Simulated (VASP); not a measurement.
Crystal: BeS.

```xyz
2
Lattice="0.0000 2.3173 2.3173 2.3173 0.0000 2.3173 2.3173 2.3173 0.0000" Properties=species:S:1:pos:R:3 pbc="T T T"
Be    0.0000    0.0000    0.0000
S     2.3173    2.3173    2.3173
```

Base run:

* Program: VASP 6.6.1
* Functional: r2SCAN
* Dispersion: rVV10
* Potentials or basis: VASP PAW PBE potentials, release 64 (Be, S)
* Cutoff: 520 eV
* k mesh: 6 × 6 × 6
* Occupations: gaussian, width 0.01 eV
* Spin: no spin polarisation

Its results: band gap on the k mesh 1.33 eV, indirect (least direct gap 4.59 eV); pressure -0.5 GPa.

Problem. The run is repeated on the same cell with these changes: dispersion from rVV10 to none. What comes out?

Solution. Band gap on the k mesh 1.35 eV, indirect (least direct gap 4.59 eV); pressure 0.1 GPa.

Dispersion adds attraction, which lowers the pressure at fixed volume.

Caveats: the PAW data sets were made with another functional, which shifts forces and pressure a little.

A k mesh can miss the band edges.
